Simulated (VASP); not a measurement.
## Mg: single point with PBEsol

Mg:

```
CELL_PARAMETERS angstrom
-1.47650 1.47650 1.49127
1.47650 -1.47650 1.49127
1.47650 1.47650 -1.49127
ATOMIC_POSITIONS crystal
Mg 0.00000 0.00000 0.00000
```

This cell differs from its parent crystal: zz strain of +1 %.

* Program: VASP 6.6.1
* Task: single point
* Functional: PBEsol
* Potentials or basis: VASP PAW PBE potentials, release 64 (Mg)
* Cutoff: 520 eV
* k mesh: 16 × 16 × 16
* Occupations: fermi-dirac, width 0.05 eV
* Spin: no spin polarisation
* Dipole correction: no
* Further INCAR settings: ALGO = Normal; EDIFF = 1e-06; NBANDS = 7

```json
{
 "Pressure": "59.2 GPa",
 "Band gap on the k mesh": "zero (bands 1 and 2 overlap by 4.78 eV)"
}
```

Stress tensor (GPa, compression positive):
```
59.41  0.00  0.00
 0.00 59.41  0.00
 0.00  0.00 58.67
```

Levels at points of the mesh, in eV from the Fermi level:
| k point | band 1 | band 2 | band 3 | band 4 |
| --- | --- | --- | --- | --- |
| (0.00, 0.00, 0.00) | -9.77 | 17.24 | 17.24 | 17.53 |
| (0.50, 0.00, 0.00) | -2.33 | -0.94 | 10.89 | 14.64 |
| (0.50, 0.50, 0.00) | -2.25 | -0.87 | 10.64 | 14.41 |
| (0.50, 0.50, 0.50) | 3.85 | 4.00 | 5.89 | 6.23 |

Run time: 14 s on 1 thread of Intel(R) Xeon(R) Platinum 8375C CPU @ 2.90GHz (Ice Lake), on a shared host, peak memory 0.15 GiB.

Caveat: the cell differs from its parent crystal (zz strain of +1 %); the cell stands under pressure; the PAW data sets were made with another functional, which shifts forces and pressure a little.
